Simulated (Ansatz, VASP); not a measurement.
**Al16Cu: VASP beside Ansatz**

File INCAR:

```
SYSTEM = Al16Cu
  PREC = Accurate
  ENCUT = 520
  EDIFF = 1E-7
  ISMEAR = 0
  SIGMA = 0.1
  LREAL = Auto
  LASPH = .True.
  NELM = 60
  ALGO = Normal
  ISIF = 2
  LWAVE = .False.
  LCHARG = .True.
  LDIPOL = .True.
  IDIPOL = 3
  DIPOL = 0.5 0.5 0.303
  GGA = PE
  IVDW = 12
  LELF = .True.
  LVHAR = .True.
  LVACPOTAV = .True.
  NBANDS = 44
```

KPOINTS

```
Automatic mesh
0
Gamma
  5 4 1
  0 0 0
```

File POSCAR:

```
Al16Cu
1.0
    5.6324246412      0.0000000000      0.0000000000
    0.0000000000      7.9654513166      0.0000000000
    0.0000000000      0.0000000000     21.2293510975
Al Cu
16 1
Direct
    0.2500000000      0.2500000000      0.1884183827
    0.2500000000      0.7500000000      0.1884183827
    0.7500000000      0.2500000000      0.1884183827
    0.7500000000      0.7500000000      0.1884183827
    0.0000000000      0.0000000000      0.2547466541
    0.0000000000      0.5000000000      0.2547466541
    0.5000000000      0.0000000000      0.2547466541
    0.5000000000      0.5000000000      0.2547466541
    0.2500000000      0.2500000000      0.3240951258
    0.2500000000      0.7500000000      0.3240951258
    0.7500000000      0.2500000000      0.3240951258
    0.7500000000      0.7500000000      0.3240951258
    0.0000000000      0.0000000000      0.3876402562
    0.0000000000      0.5000000000      0.3876402562
    0.5000000000      0.0000000000      0.3876402562
    0.5000000000      0.5000000000      0.3876402562
    0.0000000000      0.0625000000      0.5289540432
```

Input for Ansatz:

```yaml
crystal:
  lattice:
    - [5.6324246412, 0.0, 0.0]
    - [0.0, 7.9654513166, 0.0]
    - [0.0, 0.0, 21.2293510975]
  atoms:
    - { symbol: Al, position: [0.25, 0.25, 0.1884183827] }
    - { symbol: Al, position: [0.25, 0.75, 0.1884183827] }
    - { symbol: Al, position: [0.75, 0.25, 0.1884183827] }
    - { symbol: Al, position: [0.75, 0.75, 0.1884183827] }
    - { symbol: Al, position: [0.0, 0.0, 0.2547466541] }
    - { symbol: Al, position: [0.0, 0.5, 0.2547466541] }
    - { symbol: Al, position: [0.5, 0.0, 0.2547466541] }
    - { symbol: Al, position: [0.5, 0.5, 0.2547466541] }
    - { symbol: Al, position: [0.25, 0.25, 0.3240951258] }
    - { symbol: Al, position: [0.25, 0.75, 0.3240951258] }
    - { symbol: Al, position: [0.75, 0.25, 0.3240951258] }
    - { symbol: Al, position: [0.75, 0.75, 0.3240951258] }
    - { symbol: Al, position: [0.0, 0.0, 0.3876402562] }
    - { symbol: Al, position: [0.0, 0.5, 0.3876402562] }
    - { symbol: Al, position: [0.5, 0.0, 0.3876402562] }
    - { symbol: Al, position: [0.5, 0.5, 0.3876402562] }
    - { symbol: Cu, position: [0.0, 0.0625, 0.5289540432] }
basis:
  ecutwfc: 420
kpoints:
  mp_grid: { grid: [5, 4, 1] }
hamiltonian:
  xc: pbe
  dispersion: d3bj
scf:
  occupations: { method: gaussian, width: 0.1 }
output:
  forces: true
  eigenvalues: true
efield:
  axis: 3
  dipole_correction: true
  ramp_width: 0.04
```

Alike in both runs: task single point; functional PBE; dispersion D3(BJ); k mesh 5 × 4 × 1; occupations gaussian, width 0.1 eV; no spin polarisation.

```csv
,VASP,Ansatz
version,VASP 6.6.1,Ansatz 0.2.0
potentials or method,"VASP PAW PBE potentials, release 64 (Al, Cu), cutoff 520 eV","scalar-relativistic, plane waves, PAW"
valence electrons in the cell,59,67
```

VASP gave:

```
gap on the k mesh at the Fermi level (eV)  : none
rms of the force components (eV/Å)         : 0.241
work function, face that differs most (eV) : 4.22
```

Q: Estimate Ansatz's values.

A: gap on the k mesh at the Fermi level (eV): none; rms of the force components (eV/Å): 0.241; work function, face that differs most (eV): 4.23.

Atom by atom the forces differ by 0.002 eV/Å (rms over components). A gap of «none» marks a metal or a gap that the smearing closes. VASP's potentials hold 59 valence electrons a cell and Ansatz's 67, so a difference there can come from the potentials and not from the codes.
